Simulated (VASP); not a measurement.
The system is CaTeI3.

```
CELL_PARAMETERS angstrom
5.55665 0.00000 0.00000
-2.77832 4.81220 0.00000
0.00000 0.00000 7.50035
ATOMIC_POSITIONS crystal
Ca 0.00000 0.00000 0.13533
Te 0.00000 0.00000 0.78799
I 0.00000 0.00000 0.43215
I 0.33333 0.66667 0.20321
I 0.66667 0.33333 0.20321
```

The cell was built from a structure type or drawn by symmetry, and may not be a known phase.

```yaml
Program: VASP 6.6.1
Task: relaxation of cell and atoms
Functional: PBE
Potentials_or_basis: VASP PAW PBE potentials, release 64 (Ca_sv, Te, I)
Cutoff: 600 eV
k_mesh: 6 × 6 × 2
Occupations: gaussian, width 0.1 eV
Spin: no spin polarisation
```

At the start: pressure 11.6 GPa; volume 40.11 Å³/atom.

Q: How do energy, volume and symmetry change on relaxing?

A: Over 30 steps the energy falls by 784.3 meV/atom and the volume is 55.15 Å³/atom (+37.5 %); space group P6mm (No. 183, to 0.1 Å) before and after.

Step by step:
| step | energy change (eV) | largest force (eV/Å) | pressure (GPa) | volume (Å³) |
| --- | --- | --- | --- | --- |
| 1 | 0.0000 | 10.2748 | 11.64 | 200.56 |
| 2 | -3.6293 | 0.3691 | -0.77 | 293.91 |
| 3 | -3.6147 | 0.5591 | 1.03 | 252.04 |
| 4 | -3.6842 | 0.4448 | -0.19 | 276.81 |
| 5 | -3.6876 | 0.4665 | -0.04 | 272.69 |
| 6 | -3.7091 | 0.3922 | -0.05 | 272.35 |
| 7 | -3.7507 | 0.3339 | -0.01 | 271.26 |
| 8 | -3.7467 | 0.5844 | 0.33 | 268.84 |
| 9 | -3.7631 | 0.4550 | 0.11 | 270.17 |
| 10 | -3.7773 | 0.3303 | 0.18 | 270.36 |
| 11 | -3.8063 | 0.3760 | 0.38 | 270.96 |
| 12 | -3.7932 | 1.4140 | 0.89 | 272.13 |
| 13 | -3.8133 | 0.6965 | 0.55 | 271.37 |
| 14 | -3.8327 | 0.6082 | 0.41 | 274.09 |
| 15 | -3.8721 | 0.3611 | 0.01 | 282.37 |
| 16 | -3.8696 | 0.1332 | -0.67 | 299.39 |
| 17 | -3.8844 | 0.1525 | -0.33 | 290.23 |
| 18 | -3.8928 | 0.1182 | -0.29 | 288.86 |
| 19 | -3.9098 | 0.0496 | -0.17 | 284.78 |
| 20 | -3.9112 | 0.1271 | 0.06 | 276.73 |
| 21 | -3.9157 | 0.0940 | -0.04 | 280.36 |
| 22 | -3.9163 | 0.2641 | 0.12 | 278.21 |
| 23 | -3.9177 | 0.1124 | 0.04 | 279.17 |
| 24 | -3.9192 | 0.0836 | -0.02 | 279.51 |
| 25 | -3.9198 | 0.0590 | -0.07 | 279.81 |
| 26 | -3.9198 | 0.0479 | -0.09 | 279.94 |
| 27 | -3.9211 | 0.0413 | -0.05 | 277.84 |
| 28 | -3.9213 | 0.0445 | -0.02 | 276.21 |
| 29 | -3.9213 | 0.0694 | 0.06 | 275.22 |
| 30 | -3.9215 | 0.0390 | 0.01 | 275.75 |

Final structure:
```xyz
5
Lattice="5.8742 0.0000 0.0000 -2.9371 5.0872 0.0000 0.0000 0.0000 9.2276" Properties=species:S:1:pos:R:3 pbc="T T T"
Ca    0.0000    0.0000    1.3976
Te    0.0000    0.0000    7.3890
I     0.0000    0.0000    4.7015
I     0.0000    3.3915    1.3850
I     2.9371    1.6957    1.3850
```

Caveat: the k points lie up to 0.34 Å⁻¹ apart in the final cell, too coarse for converged energies and pressures of a metal; the volume moved by over 15 % at a fixed basis, so the end points are rough; an odd number of electrons without spin polarisation forces a metal; a magnetic or distorted state may lie lower.
